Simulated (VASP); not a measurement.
BiO, 4 atoms in the cell. It takes space group P4/nmm (No. 129, tetragonal). Conventional cell: a = 3.748 Å, b = 3.748 Å, c = 5.300 Å, α = 90.00°, β = 90.00°, γ = 90.00°. Within 3.0 Å of Bi (site symmetry 4mm) lie 4 O at 2.30 Å. Within 3.0 Å of O (site symmetry -4m2) lie 4 Bi at 2.30 Å and 4 O at 2.65 Å. 

* Program: VASP 6.6.1
* Task: relaxation of cell and atoms
* Functional: PBE
* Potentials or basis: VASP PAW PBE potentials, release 64 (Bi_d, O)
* Cutoff: 600 eV
* k mesh: 4 × 4 × 4
* Occupations: gaussian, width 0.1 eV
* Spin: no spin polarisation
* Dipole correction: no
* Further INCAR settings: ALGO = Normal; EDIFF = 1e-06; IBRION = 2; EDIFFG = -0.04; NSW = 90; ISIF = 3

Potentials or basis: VASP PAW PBE potentials, release 64 (Bi_d, O).

The run is started by

```console
$ cat potpaw_PBE.64/Bi_d/POTCAR potpaw_PBE.64/O/POTCAR > POTCAR
$ mpirun -np 1 vasp_std > vasp.out
```

Hardware: 1 thread of AMD EPYC 9R14 (Zen 4), with other jobs on the host.

**Question.** How long does it take, and how much memory?

**Answer.** It took 3.5 min on 1 thread of AMD EPYC 9R14 (Zen 4), with other jobs on the host, peak memory 0.18 GiB. Counts: scf iterations 122, k points 18, ion steps 14.
